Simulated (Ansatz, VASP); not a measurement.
# Two plane-wave programs on Mo2Os

Contents of INCAR:

```
SYSTEM = Mo2Os
  PREC = Accurate
  ENCUT = 600
  EDIFF = 1E-7
  ISMEAR = 0
  SIGMA = 0.1
  LREAL = .False.
  LASPH = .True.
  NELM = 100
  ALGO = Normal
  ISIF = 3
  LWAVE = .False.
  LCHARG = .False.
  GGA = PE
  IBRION = 2
  NSW = 90
  EDIFFG = -0.04
```

The input KPOINTS:

```
regular mesh
0
Gamma
  6 6 6
  0 0 0
```

The input POSCAR:

```
Mo2Os
1.0
    4.3917151187      0.0000000000      0.0000000000
   -2.1958575594      3.8033368590      0.0000000000
    0.0000000000      0.0000000000      2.7696207379
Mo Os
2 1
Direct
    0.3333333333      0.6666666667      0.5000000000
    0.6666666667      0.3333333333      0.5000000000
    0.0000000000      0.0000000000      0.0000000000
```

Input for Ansatz:

```yaml
crystal:
  lattice:
    - [4.3917151187, 0.0, 0.0]
    - [-2.1958575594, 3.803336859, 0.0]
    - [0.0, 0.0, 2.7696207379]
  atoms:
    - { symbol: Mo, position: [0.3333333333, 0.6666666667, 0.5] }
    - { symbol: Mo, position: [0.6666666667, 0.3333333333, 0.5] }
    - { symbol: Os, position: [0.0, 0.0, 0.0] }
basis:
  ecutwfc: 420
kpoints:
  mp_grid: { grid: [6, 6, 6] }
hamiltonian:
  xc: pbe
scf:
  occupations: { method: gaussian, width: 0.1 }
  lower_state_search: "off"
output:
  forces: true
  stress: true
  eigenvalues: true
relax:
  adjacent_minimum: "off"
  f_tol: 0.04
  max_steps: 70
  cell: { stress_tol: 0.4 }
```

Alike in both runs: task relaxation of cell and atoms; functional PBE; k mesh 6 × 6 × 6; occupations gaussian, width 0.1 eV; no spin polarisation.

|  | VASP | Ansatz |
| --- | --- | --- |
| version | VASP 6.6.1 | Ansatz 0.2.0 |
| potentials or method | VASP PAW PBE potentials, release 64 (Mo_sv, Os), cutoff 600 eV | scalar-relativistic, plane waves, PAW |
| valence electrons in the cell | 36 | 44 |

Ansatz gave:

```
gap on the k mesh at the Fermi level, each at its own relaxed structure (eV)  : none
relaxed volume (Å³/atom)                                                      : 15.35
relaxed length of the cell vector where the two differ most in proportion (Å) : 2.729
```

Problem. Estimate VASP's values.

Solution. gap on the k mesh at the Fermi level, each at its own relaxed structure (eV): none; relaxed volume (Å³/atom): 15.41; relaxed length of the cell vector where the two differ most in proportion (Å): 2.732.

A gap of «none» marks a metal or a gap that the smearing closes. VASP's potentials hold 36 valence electrons a cell and Ansatz's 44, so a difference there can come from the potentials and not from the codes.

The k mesh is coarse, so the values compare programs but aren't converged. Neither program's run includes spin-orbit coupling.
